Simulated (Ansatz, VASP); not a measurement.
**One calculation of TaN, two programs**

INCAR

```
PREC = Accurate
ENCUT = 700
EDIFF = 1E-6
ISMEAR = 0
SIGMA = 0.15
LREAL = F
LASPH = T
NELM = 120
ALGO = Normal
ISIF = 2
LWAVE = F
LCHARG = F
GGA = PE
NBANDS = 16
GGA_COMPAT = F
```

File KPOINTS:

```
Automatic mesh
0
Gamma
  18 18 18
```

The input POSCAR:

```
TaN
1.0
    0.0000000000      2.2853961859      2.0535443989
    2.2853961859      0.0000000000      2.0535443989
    2.2853961859      2.2853961859      0.0000000000
Ta N
1 1
Direct
    0.4984171920      0.5015828080      0.5015828080
    0.0204473300     -0.0204473300     -0.0204473300
```

Input for Ansatz:

```yaml
crystal:
  lattice:
    - [0.0, 2.2853961859, 2.0535443989]
    - [2.2853961859, 0.0, 2.0535443989]
    - [2.2853961859, 2.2853961859, 0.0]
  atoms:
    - { symbol: Ta, position: [0.498417192, 0.501582808, 0.501582808] }
    - { symbol: "N", position: [0.02044733, -0.02044733, -0.02044733] }
basis:
  ecutwfc: 520.0
kpoints:
  mp_grid: { grid: [18, 18, 18] }
hamiltonian:
  xc: pbe
  pseudopotentials: { kind: paw, azcp: { folder: soft_1 } }
scf:
  occupations: { method: gaussian, width: 0.15 }
output:
  forces: true
  stress: true
  eigenvalues: true
```

Change from the starting cell: mode 4 frozen in at -0.090 Å, strain +e along z and -e/2 along x and y -0.0700.

Alike in both runs: task single point; functional PBE; k mesh 18 × 18 × 18; occupations gaussian, width 0.15 eV; no spin polarisation.

```csv
,VASP,Ansatz
version,VASP 6.6.1,Ansatz 0.2.0
potentials or method,"VASP PAW PBE potentials, release 64 (Ta_sv_GW, N), cutoff 700 eV","scalar-relativistic, plane waves, PAW"
valence electrons in the cell,18,18
```

|  | VASP | Ansatz | Ansatz less VASP |
| --- | --- | --- | --- |
| gap on the k mesh at the Fermi level (eV) | none | none | - |
| pressure (GPa) | 12.5 | 12.3 | -0.20 |
| traceless stress, the component that is largest in VASP (GPa) | 45.00 | 44.73 | -0.266 |
| rms of the force components (eV/Å) | 0.155 | 0.155 | -0.0004 |

Atom by atom the forces differ by 0.000 eV/Å (rms over components). A gap of «none» marks a metal or a gap that the smearing closes.

Neither program's run includes spin-orbit coupling.
